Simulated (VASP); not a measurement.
Crystal: CsI.

```
Cs I
1.0
     4.60808    0.00000    0.00000
     0.00000    4.60808    0.00000
     0.00000    0.00000    4.60808
Cs I
1 1
Direct
  0.00000 0.00000 0.00000
  0.50000 0.50000 0.50000
```

Base run:

```yaml
Program: VASP 6.6.1
Functional: PBE0
Potentials_or_basis: VASP PAW PBE potentials, release 64 (Cs_sv, I)
Cutoff: 400 eV
k_mesh: 4 × 4 × 4
Occupations: gaussian, width 0.01 eV
Spin: no spin polarisation
```

Its results: band gap on the k mesh 5.47 eV (least direct gap 5.58 eV); pressure 0.1 GPa.

After a change of settings the same cell gave: band gap on the k mesh 5.04 eV (least direct gap 5.14 eV); pressure 0.0 GPa. Which change was it?
A. functional from PBE0 to HF; share of exact exchange from 0.25 to 1
B. functional from PBE0 to r2SCAN; cutoff from 400 eV to 550 eV; k mesh from 4 × 4 × 4 to 6 × 6 × 6
C. functional from PBE0 to r2SCANh; cutoff from 400 eV to 440 eV; share of exact exchange from 0.25 to 0.1
D. functional from PBE0 to HSE06

C.

Caveats: the PAW data sets were made with another functional, which shifts forces and pressure a little; spin-orbit coupling is left out, which moves the levels of the heavy elements.
